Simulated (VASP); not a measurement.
A run of VASP 6.6.1:

File INCAR:

```
SYSTEM = GaSb
PREC     = Accurate       ! precision mode
ENCUT    = 520            ! plane-wave cutoff, eV
EDIFF    = 1E-6           ! SCF threshold, eV
ISMEAR   = -1             ! smearing method
SIGMA    = 0.02           ! smearing width, eV
LREAL    = .FALSE.        ! projectors in reciprocal space
LASPH    = .TRUE.         ! aspherical terms in the spheres
NELM     = 60             ! most SCF steps
ALGO     = Normal         ! electronic algorithm
ISIF     = 2              ! what is computed and relaxed
LWAVE    = .FALSE.        ! write WAVECAR
LCHARG   = .FALSE.        ! write CHGCAR
GGA      = PE             ! functional
NBANDS   = 16             ! bands
```

KPOINTS

```
Automatic mesh
0
G
  8 8 8
  0 0 0
```

POSCAR

```
GaSb
1.0
    0.0000000000      3.1885139520      2.9619314129
    3.1885139520      0.0000000000      2.9619314129
    3.1885139520      3.1885139520      0.0000000000
Ga Sb
1 1
Direct
    0.0000000000      0.0000000000      0.0000000000
    0.2500000000      0.2500000000      0.2500000000
```

Potentials or basis: VASP PAW PBE potentials, release 64 (Ga_d, Sb).

The run is started by

```sh
$ cat potpaw_PBE.64/Ga_d/POTCAR potpaw_PBE.64/Sb/POTCAR > POTCAR
$ mpirun -np 1 vasp_std > vasp.out
```

Hardware: 1 thread of AMD EPYC 7R43 64-Core Processor (Zen 3), with other jobs on the host.

**Question.** Estimate the wall time of this run.

**Answer.** Wall time 40 s on 1 thread of AMD EPYC 7R43 64-Core Processor (Zen 3), on a shared host, peak memory 0.19 GiB. Counts: scf iterations 13, k points 59.
